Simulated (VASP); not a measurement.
Wanted: the native input for a VASP 6.6.1 run.

```yaml
Task: relaxation of cell and atoms
Functional: PBE
Potentials_or_basis: VASP PAW PBE potentials, release 64 (Sc_sv)
Cutoff: 600 eV
k_mesh: 12 × 12 × 8
Occupations: gaussian, width 0.1 eV
Spin: no spin polarisation
Dipole_correction: no
Further_INCAR_settings: ALGO = Normal; EDIFF = 1e-06; IBRION = 2; EDIFFG = -0.01; NSW = 100; ISIF = 3
```

The structure of Sc lies in POSCAR:

```
Sc
1.0
    5.1232026697      0.0000000000      0.0000000000
   -2.5616013349      4.4368236607      0.0000000000
    0.0000000000      0.0000000000      5.8080781768
Sc
4
Direct
    0.0000000000      0.0000000000      0.2387640882
    0.0000000000      0.0000000000      0.7612359118
    0.3333333333      0.6666666667      0.0000000000
    0.6666666667      0.3333333333      0.0000000000
```

The input as run:

INCAR

```
PREC = Accurate ; ENCUT = 600
EDIFF = 1E-6 ; ISMEAR = 0
SIGMA = 0.1 ; LREAL = F
LASPH = T ; NELM = 100
ALGO = Normal ; ISIF = 3
LWAVE = F ; LCHARG = F
GGA = PE ; IBRION = 2
NSW = 100 ; EDIFFG = -0.01
```

KPOINTS

```
regular mesh
0
Gamma
  12 12 8
```

Potentials or basis: VASP PAW PBE potentials, release 64 (Sc_sv).

Run with:

```bash
$ cat potpaw_PBE.64/Sc_sv/POTCAR > POTCAR
$ mpirun -np 1 vasp_std > vasp.out
```

Results of the run:

```yaml
Relaxed_volume: 32.93 Å³/atom
Relaxed_cell: a = 5.129 Å, b = 5.129 Å, c = 5.782 Å, α = 90.00°, β = 90.00°, γ = 120.00°
Space_group_after_relaxing_to_0.05_Å: P6/mmm (No. 191)
Energy_gained_by_relaxing: 0.1 meV/atom
Ionic_steps: 5
Pressure_after_relaxing: 0.0 GPa
Largest_force_after_relaxing: 0.008 eV/Å
Band_gap_on_the_k_mesh: zero (band 22 reaches 1.95 eV, above the bottom of band 23 at 1.88 eV)
```

Run time: 15 min on 1 thread of AMD EPYC 9R45 (Zen 5), with other jobs on the host, peak memory 0.46 GiB.
